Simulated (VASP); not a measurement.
# RuS2 (Pa-3) in VASP: settings compared, part 2 of 2

VASP 6.6.1. The steps go on from the part before.

## (4) Relaxation of cell and atoms, PBEsol

This run uses another cell than the first one, of 14.72 Å³/atom.

INCAR reads:

```
SYSTEM = RuS2
  PREC = Accurate
  ENCUT = 600
  EDIFF = 1E-6
  ISMEAR = -1
  SIGMA = 0.05
  LREAL = .FALSE.
  LASPH = .TRUE.
  NELM = 60
  ALGO = Normal
  ISIF = 3
  LWAVE = .FALSE.
  LCHARG = .FALSE.
  GGA = PS
  IBRION = 2
  NSW = 60
  EDIFFG = -0.01
```

KPOINTS reads:

```
Automatic mesh
0
G
  5 5 5
  0 0 0
```

POSCAR reads:

```
RuS2
1.0
    5.6106000000      0.0000000000      0.0000000000
    0.0000000000      5.6106000000      0.0000000000
    0.0000000000      0.0000000000      5.6106000000
Ru S
4 8
Direct
    0.0000000000      0.5000000000      0.5000000000
    0.5000000000      0.5000000000      0.0000000000
    0.5000000000      0.0000000000      0.5000000000
    0.0000000000      0.0000000000      0.0000000000
    0.3883100000      0.1116900000      0.8883100000
    0.1116900000      0.8883100000      0.3883100000
    0.8883100000      0.3883100000      0.1116900000
    0.6116900000      0.6116900000      0.6116900000
    0.6116900000      0.8883100000      0.1116900000
    0.8883100000      0.1116900000      0.6116900000
    0.1116900000      0.6116900000      0.8883100000
    0.3883100000      0.3883100000      0.3883100000
```

Potentials or basis: VASP PAW PBE potentials, release 64 (Ru_pv, S).

On the command line:

```sh
$ cat potpaw_PBE.64/Ru_pv/POTCAR potpaw_PBE.64/S/POTCAR > POTCAR
$ mpirun -np 1 vasp_std > vasp.out
```

OUTCAR:

```text
SYSTEM = RuS2
   PREC = Accurate
   ENCUT = 600
   EDIFF = 1E-6
   ISMEAR = -1
   LREAL = .FALSE.
   LASPH = .TRUE.
   NELM = 60
   ISIF = 3
   GGA = PS
   IBRION = 2
   NSW = 60
   EDIFFG = -0.01

 ion  position               nearest neighbor table
   1  0.000  0.500  0.500-   6 2.35   7 2.35   8 2.35  10 2.35  11 2.35  12 2.35
   2  0.500  0.500  0.000-   5 2.35   7 2.35   8 2.35   9 2.35  11 2.35  12 2.35
   3  0.500  0.000  0.500-   5 2.35   6 2.35   8 2.35   9 2.35  10 2.35  12 2.35
   4  0.000  0.000  0.000-   5 2.35   6 2.35   7 2.35   9 2.35  10 2.35  11 2.35
   5  0.388  0.112  0.888-   9 2.17   3 2.35   4 2.35   2 2.35
   6  0.112  0.888  0.388-  10 2.17   3 2.35   4 2.35   1 2.35
   7  0.888  0.388  0.112-  11 2.17   2 2.35   4 2.35   1 2.35
   8  0.612  0.612  0.612-  12 2.17   2 2.35   3 2.35   1 2.35
   9  0.612  0.888  0.112-   5 2.17   3 2.35   4 2.35   2 2.35
  10  0.888  0.112  0.612-   6 2.17   3 2.35   4 2.35   1 2.35
  11  0.112  0.612  0.888-   7 2.17   2 2.35   4 2.35   1 2.35
  12  0.388  0.388  0.388-   8 2.17   2 2.35   3 2.35   1 2.35

  LATTYP: Found a simple cubic cell.
 ALAT       =     5.6106000000

  Lattice vectors:

 A1 = (   5.6106000000,   0.0000000000,   0.0000000000)
 A2 = (   0.0000000000,   5.6106000000,   0.0000000000)
 A3 = (   0.0000000000,   0.0000000000,   5.6106000000)

Analysis of symmetry for initial positions (statically):
=====================================================================
 Subroutine PRICEL returns:
[... 175 lines left out ...]
  ---------------------------------------------------
  ext. energy  EPLUGINS =         0.00000000
  ---------------------------------------------------
  free energy    TOTEN  =       -84.03746903 eV

  energy without entropy =      -84.03739992  energy(sigma->0) =      -84.03743447

------------------------ aborting loop because EDIFF is reached ----------------------------------------

  FORCE on cell =-STRESS in cart. coord.  units (eV):
  Direction    XX          YY          ZZ          XY          YZ          ZX
  --------------------------------------------------------------------------------------
  -------------------------------------------------------------------------------------
  Total       -3.5128804     -3.5128804     -3.5128804      0.0000000      0.0000000      0.0000000
  in kB      -31.8673554    -31.8673554    -31.8673554      0.0000000      0.0000000      0.0000000
  external PRESSURE =     -31.8673554 kB  Pullay stress =       0.0000000 kB
[... 171 lines left out ...]
--------------------------------------- Ionic step        5  -------------------------------------------

 number of electron     103.9999996 magnetization

 Free energy of the ion-electron system (eV)
  ---------------------------------------------------
  ext. energy  EPLUGINS =         0.00000000
  ---------------------------------------------------
  free energy    TOTEN  =       -84.08770024 eV

  energy without entropy =      -84.08735005  energy(sigma->0) =      -84.08752515

 E-fermi :   9.4717     XC(G=0): -12.2061

 val. band max:        9.1381756697   @ k =   0.4000   0.0000   0.0000
 cond. band min:       9.6425840196   @ k =   0.0000   0.0000   0.0000
 fundamental gap:      0.5044083499
 Fermi energy:         9.4717415762

 k-point     1 :       0.0000    0.0000    0.0000
  band No.  band energies     occupation
      1     -32.8160      2.00000
      2     -32.8160      2.00000
      3     -32.8160      2.00000
      4     -32.8053      2.00000
      5     -32.8053      2.00000
      6     -32.8017      2.00000
[... 743 lines left out ...]
  FREE ENERGIE OF THE ION-ELECTRON SYSTEM (eV)
  ---------------------------------------------------
  free  energy   TOTEN  =       -84.0877002415 eV

  energy  without entropy=      -84.0873500522  energy(sigma->0) =      -84.08752515

 reached required accuracy - stopping structural energy minimisation
```

OSZICAR:

```text
N       E                     dE             d eps       ncg     rms          rms(c)
DAV:   1     0.108224799595E+04    0.10822E+04   -0.61112E+04  1444   0.184E+03
DAV:   2    -0.524946751000E+01   -0.10875E+04   -0.10585E+04  1510   0.466E+02
DAV:   3    -0.837717413042E+02   -0.78522E+02   -0.76919E+02  1704   0.110E+02
[... 47 lines left out ...]
DAV:   3    -0.840877148136E+02    0.52200E-04   -0.24364E-04  1556   0.835E-02    0.788E-02
DAV:   4    -0.840877032136E+02    0.11600E-04   -0.53914E-05  1570   0.362E-02    0.400E-02
DAV:   5    -0.840877018929E+02    0.13207E-05   -0.16578E-05  1488   0.130E-02    0.100E-02
DAV:   6    -0.840877003552E+02    0.15377E-05   -0.29783E-06  1196   0.760E-03    0.562E-03
DAV:   7    -0.840877002415E+02    0.11372E-06   -0.34805E-07   832   0.236E-03
   5 F= -.84087700E+02 E0= -.84087525E+02  d E =-.960551E-02
```

It took 5.4 min on 1 thread of AMD EPYC 9R45 (Zen 5), shared host; peak memory 0.36 GiB.

What came out:

- Free energy: -84.0877 eV
- Relaxed volume: 14.48 Å³/atom
- Relaxed cell: a = 5.580 Å, b = 5.580 Å, c = 5.580 Å, α = 90.00°, β = 90.00°, γ = 90.00°
- Space group after relaxing (to 0.1 Å): Pa-3 (No. 205)
- Energy gained by relaxing: 4.2 meV/atom
- Ionic steps: 5
- Pressure after relaxing: 0.0 GPa
- Band gap on the k mesh: 0.50 eV (least direct gap 0.76 eV)

The path:
```tsv
step	energy change (eV)	largest force (eV/Å)	pressure (GPa)	volume (Å³)
1	0.0000	0.3009	-3.19	176.62
2	0.0260	0.0460	5.51	169.24
3	-0.0406	0.1950	0.47	173.33
4	-0.0499	0.0353	0.07	173.68
5	-0.0502	0.0007	-0.02	173.76
```

Final structure:
```
CELL_PARAMETERS angstrom
5.58023 0.00000 0.00000
0.00000 5.58023 0.00000
0.00000 0.00000 5.58023
ATOMIC_POSITIONS crystal
Ru 0.00000 0.50000 0.50000
Ru 0.50000 0.50000 0.00000
Ru 0.50000 0.00000 0.50000
Ru 0.00000 0.00000 0.00000
S 0.38645 0.11355 0.88645
S 0.11355 0.88645 0.38645
S 0.88645 0.38645 0.11355
S 0.61355 0.61355 0.61355
S 0.61355 0.88645 0.11355
S 0.88645 0.11355 0.61355
S 0.11355 0.61355 0.88645
S 0.38645 0.38645 0.38645
```

Caveat: the PAW data sets were made with another functional, which shifts forces and pressure a little; an odd mesh through Γ misses points on the zone boundary, where band edges can lie.

## (5) Single point, PBE (15.31 Å³/atom)

This run uses another cell than the first one, of 15.31 Å³/atom.

INCAR reads:

```
SYSTEM = RuS2
ALGO = Normal
EDIFF = 1E-7
ENCUT = 520
GGA = PE
ISIF = 2
ISMEAR = -1
LASPH = .True.
LCHARG = .False.
LREAL = .False.
LWAVE = .False.
NBANDS = 64
NELM = 80
PREC = Accurate
SIGMA = 0.05
```

KPOINTS reads:

```
k-points
0
Gamma
  5 5 5
  0 0 0
```

POSCAR: that of step 4 with these lines changed.

```diff
@@ -2,5 +2,5 @@
 1.0
-    5.6106000000      0.0000000000      0.0000000000
-    0.0000000000      5.6106000000      0.0000000000
-    0.0000000000      0.0000000000      5.6106000000
+    5.6844321511      0.0000000000      0.0000000000
+    0.0000000000      5.6844321511      0.0000000000
+    0.0000000000      0.0000000000      5.6844321511
 Ru S
```

On the command line:

```sh
$ cat potpaw_PBE.64/Ru_pv/POTCAR potpaw_PBE.64/S/POTCAR > POTCAR
$ mpirun -np 1 vasp_std > vasp.out
```

Run time: 2.5 min. Hardware: 1 thread of Intel Xeon Platinum 8488C (Sapphire Rapids), shared host; peak memory 0.29 GiB.

It converged, with:

```yaml
Free_energy: -76.5530 eV
Pressure: -3.3 GPa
Largest_force: 0.194 eV/Å
Band_gap_on_the_k_mesh: 0.75 eV (least direct gap 0.95 eV)
```

Forces on the atoms (eV/Å):
```
Ru   0.000  0.000  0.000
Ru   0.000  0.000  0.000
Ru   0.000  0.000  0.000
Ru   0.000  0.000  0.000
S   -0.112  0.112 -0.112
S    0.112 -0.112 -0.112
S   -0.112 -0.112  0.112
S    0.112  0.112  0.112
S    0.112 -0.112  0.112
S   -0.112  0.112  0.112
S    0.112  0.112 -0.112
S   -0.112 -0.112 -0.112
```

Levels at points of the mesh, in eV from the valence-band top:
```csv
k point,band 48,band 49,band 50,band 51,band 52,band 53,band 54,band 55,band 56,band 57
"(0.00, 0.00, 0.00)",-0.58,-0.50,-0.50,-0.50,-0.20,0.75,2.40,2.40,2.40,2.56
```

Caveat: the cell stands under tension; an odd mesh through Γ misses points on the zone boundary, where band edges can lie.

## (6) Summary

| task | level | cell | cutoff (eV) | gap on the mesh (eV) | pressure (GPa) | largest force (eV/Å) |
| --- | --- | --- | --- | --- | --- | --- |
| single point | PBEsol | a = 5.580 Å, 12 atoms, atomic positions A | 520 | 0.48 | 0.0 | 0.03 |
| single point | r2SCAN | a = 5.632 Å, 12 atoms, atomic positions B | 520 | 0.89 | -0.1 | 0.04 |
| relaxation of cell and atoms | PBEsol | relaxed from a = 5.611 Å, 12 atoms, atomic positions B | 600 | 0.50 | 0.0 | - |
| single point | PBE | a = 5.684 Å, 12 atoms, atomic positions B | 520 | 0.75 | -3.3 | 0.19 |

Alike in all rows: potentials or basis VASP PAW PBE potentials, release 64 (Ru_pv, S); no spin polarisation; k mesh 5 × 5 × 5; smearing fermi-dirac 0.05 eV.

Caveats: an odd mesh through Γ misses points on the zone boundary, where band edges can lie; the PAW data sets were made with another functional, which shifts forces and pressure a little (at least some runs); the cell stands under tension (at least some runs).

Total energies depend on the potentials used, so only differences within one code and one set of settings carry meaning.
